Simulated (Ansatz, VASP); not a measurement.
# MgO in VASP and in Ansatz

The input INCAR:

```
SYSTEM = MgO
ALGO = Normal ; EDIFF = 1E-7
EDIFFG = -0.002 ; ENCUT = 600
GGA = PE ; IBRION = 2
ISIF = 3 ; ISMEAR = 0
LASPH = .TRUE. ; LCHARG = .FALSE.
LREAL = .FALSE. ; LWAVE = .FALSE.
NELM = 100 ; NSW = 100
PREC = Accurate ; SIGMA = 0.02
```

Contents of KPOINTS:

```
k-points
0
G
  10 10 10
  0 0 0
```

The input POSCAR:

```
MgO
1.0
    0.0000000000      2.1245000000      2.1245000000
    2.1245000000      0.0000000000      2.1245000000
    2.1245000000      2.1245000000      0.0000000000
Mg O
1 1
Direct
    0.0000000000      0.0000000000      0.0000000000
    0.5000000000      0.5000000000      0.5000000000
```

Input for Ansatz:

```yaml
crystal:
  lattice:
    - [0.0, 2.1245, 2.1245]
    - [2.1245, 0.0, 2.1245]
    - [2.1245, 2.1245, 0.0]
  atoms:
    - { symbol: Mg, position: [0.0, 0.0, 0.0] }
    - { symbol: O, position: [0.5, 0.5, 0.5] }
basis:
  ecutwfc: 420
kpoints:
  mp_grid: { grid: [10, 10, 10] }
hamiltonian:
  xc: pbe
  pseudopotentials: { kind: paw, azcp: { folder: soft_1 } }
scf:
  occupations: { method: gaussian, width: 0.02 }
output:
  forces: true
  stress: true
  eigenvalues: true
  write_density: true
  write_potential: true
  elf: true
  volumetric_format: npy
relax:
  adjacent_minimum: "off"
  f_tol: 0.002
  max_steps: 80
  cell: { stress_tol: 0.02 }
```

Alike in both runs: task relaxation of cell and atoms; functional PBE; k mesh 10 × 10 × 10; occupations gaussian, width 0.02 eV; no spin polarisation.

```csv
,VASP,Ansatz
version,VASP 6.6.1,Ansatz 0.2.0
potentials or method,"VASP PAW PBE potentials, release 64 (Mg, O), cutoff 600 eV","scalar-relativistic, plane waves, PAW"
valence electrons in the cell,8,16
```

Ansatz gave:

| Item | Value |
| --- | --- |
| gap on the k mesh at the Fermi level, each at its own relaxed structure (eV) | 4.46 |
| relaxed volume (Å³/atom) | 9.63 |
| relaxed cell length with the largest relative difference (Å) | 3.008 |

What did VASP give for the same quantities?

gap on the k mesh at the Fermi level, each at its own relaxed structure (eV): 4.51; relaxed volume (Å³/atom): 9.56; relaxed cell length with the largest relative difference (Å): 3.001.

VASP's potentials hold 8 valence electrons a cell and Ansatz's 16, so a difference there can come from the potentials and not from the codes.
